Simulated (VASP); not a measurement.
Runs of VASP 6.6.1 on Pb. The structure is that of space group Im-3m (No. 229), or close to it. The cells are those of the table. This isn't the form of Pb at room conditions, which is fcc.

```csv
task,level,potentials or basis,spin,cell,k mesh,cutoff (eV),smearing,dipole correction,tolerance level,purpose,route,gap on the mesh (eV),pressure (GPa)
single point,r2SCAN,"VASP PAW PBE potentials, release 64 (Pb_d)",off,"a = 3.406 Å, angles 109.5°, 1 atom",9 × 9 × 9,520,fermi-dirac 0.05 eV,no,-,-,-,none,0.5
single point,RPBE,"VASP PAW PBE potentials, release 64 (Pb_d)",off,"a = 3.499 Å, angles 109.5°, 1 atom",9 × 9 × 9,520,fermi-dirac 0.05 eV,no,-,-,-,none,0.0
single point,PBE,"VASP PAW PBE potentials, release 64 (Pb_d)","non-collinear, zero start, SOC","a = 3.429 Å, angles 109.5°, 1 atom",7 × 7 × 7,520,fermi-dirac 0.05 eV,no,-,-,-,-,(a)
band structure,RPBE,"VASP PAW PBE potentials, release 64 (Pb_d)",off,"a = 3.429 Å, angles 109.5°, 1 atom",11 × 11 × 11,280,methfessel-paxton of order 2 0.1 eV,-,screening,bands,KPOINTS_OPT,-,(b)
single point,LDA,"VASP PAW LDA potentials, release 64 (Pb_d)",off,"a = 3.406 Å, angles 109.5°, 1 atom",9 × 9 × 9,520,fermi-dirac 0.05 eV,no,-,-,-,none,-2.6
```

Problem. Estimate the missing entries.

Solution. (a) 1.2; (b) 2.4.

Caveats: spin-orbit coupling is left out, which moves the levels of the heavy elements (at least some runs); the PAW data sets were made with another functional, which shifts forces and pressure a little (at least some runs); the cutoff is under 1.25 times the usual one of these potentials, so pressure, stress and relaxed cells hold a basis-set (Pulay) error (at least some runs).

A k mesh can miss the band edges, and rows without SOC leave out spin-orbit coupling on Pb.

A gap of «none» marks levels without a gap at the run's occupations.
